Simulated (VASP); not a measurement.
The system is Al.

```
Al
1.0
     3.27249    0.00000    0.00000
     0.00000    3.27249    0.00000
     0.00000    0.00000    3.27249
Al
3
Cartesian
  0.0000 1.6362 1.6362
  1.6362 0.0000 1.6362
  1.6362 1.6362 0.0000
```

```yaml
Program: VASP 6.6.1
Task: relaxation of cell and atoms
Functional: PBE
Potentials_or_basis: VASP PAW PBE potentials, release 64 (Al)
Cutoff: 600 eV
k_mesh: 6 × 6 × 6
Occupations: gaussian, width 0.1 eV
Spin: no spin polarisation
```

At the start: pressure 103.5 GPa; volume 11.68 Å³/atom.

Task: Where does the relaxation end?

Result: Over 3 steps the energy falls by 1722.0 meV/atom and the volume is 19.93 Å³/atom (+70.6 %); space group Pm-3m (No. 221, to 0.05 Å).

Step by step:
```tsv
step	energy change (eV)	largest force (eV/Å)	pressure (GPa)	volume (Å³)
1	0.0000	0.0000	103.51	35.05
2	-3.8116	0.0000	-9.92	88.96
3	-5.1659	0.0000	0.00	59.78
```

Final structure:
```cif
data_structure
_symmetry_space_group_name_H-M 'P 1'
_symmetry_Int_Tables_number 1
_cell_length_a 3.9101
_cell_length_b 3.9101
_cell_length_c 3.9101
_cell_angle_alpha 90.000
_cell_angle_beta 90.000
_cell_angle_gamma 90.000
_cell_volume 59.78
loop_
_atom_site_label
_atom_site_type_symbol
_atom_site_fract_x
_atom_site_fract_y
_atom_site_fract_z
_atom_site_occupancy
Al1 Al 0.00000 0.50000 0.50000 1
Al2 Al 0.50000 0.00000 0.50000 1
Al3 Al 0.50000 0.50000 0.00000 1
```

Caveat: the volume moved by over 15 % at a fixed basis, so the end points are rough.
